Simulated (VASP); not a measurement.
A run of VASP 6.6.1:

Contents of INCAR:

```
SYSTEM = InSe
PREC = Accurate
ENCUT = 520
EDIFF = 1E-6
ISMEAR = -1
SIGMA = 0.05
LREAL = .False.
LASPH = .True.
NELM = 60
ALGO = Normal
ISIF = 2
LWAVE = .False.
LCHARG = .False.
NBANDS = 27
```

KPOINTS

```
regular mesh
0
Gamma
  7 7 6
  0 0 0
```

POSCAR

```
InSe
1.0
    5.9030647348     -2.0816869103      0.0000000000
    5.9030647348      2.0816869103      0.0000000000
   -1.7459097331      0.0000000000      4.8341359509
In Se
2 2
Direct
    0.8882032500      0.8882032500      0.0468413600
    0.1117967500      0.1117967500      0.9531586400
    0.6609275900      0.6609275900      0.6689556200
    0.3390724100      0.3390724100      0.3310443800
```

Potentials or basis: VASP PAW LDA potentials, release 64 (In_d, Se).

Launch:

```sh
$ cat potpaw_LDA.64/In_d/POTCAR potpaw_LDA.64/Se/POTCAR > POTCAR
$ mpirun -np 1 vasp_std > vasp.out
```

Hardware: 1 thread of Intel Xeon 8259CL, on a shared host.

Problem. How long does it take, and how much memory?

Solution. It took 6.7 min on 1 thread of Intel Xeon 8259CL (shared host), peak memory 0.4 GiB. Counts: scf iterations 13, k points 88.
